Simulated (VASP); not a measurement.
Input of a VASP 6.6.1 run:

INCAR

```
PREC = Accurate
ENCUT = 520
EDIFF = 1E-7
ISMEAR = 0
SIGMA = 0.05
LREAL = False
LASPH = True
NELM = 60
ALGO = Normal
ISIF = 2
LWAVE = False
LCHARG = False
NBANDS = 31
```

Contents of KPOINTS:

```
Automatic mesh
0
Gamma
  6 6 8
```

The input POSCAR:

```
HfO2
1.0
    4.9325653349      0.0000000000      0.0000000000
    0.0000000000      4.9325653349      0.0000000000
    0.0000000000      0.0000000000      3.0902443955
Hf O
2 4
Direct
    0.0000000000      0.0000000000      0.0000000000
    0.5000000000      0.5000000000      0.5000000000
    0.1951075733      0.8048924267      0.5000000000
    0.3048924267      0.3048924267      0.0000000000
    0.6951075733      0.6951075733      0.0000000000
    0.8048924267      0.1951075733      0.5000000000
```

Potentials or basis: VASP PAW LDA potentials, release 64 (Hf_pv, O).

The run is started by

```bash
$ cat potpaw_LDA.64/Hf_pv/POTCAR potpaw_LDA.64/O/POTCAR > POTCAR
$ mpirun -np 1 vasp_std > vasp.out
```

(1) Estimate the band gap on the k mesh.

(2) Predict the pressure.

Results:

(1) 3.71 eV.

(2) -5.6 GPa.

Caveat: the cell differs from its parent crystal (strain +0.030 along x and y, -0.030 along z); the cell stands under tension; spin-orbit coupling is left out, which moves the levels of the heavy elements.
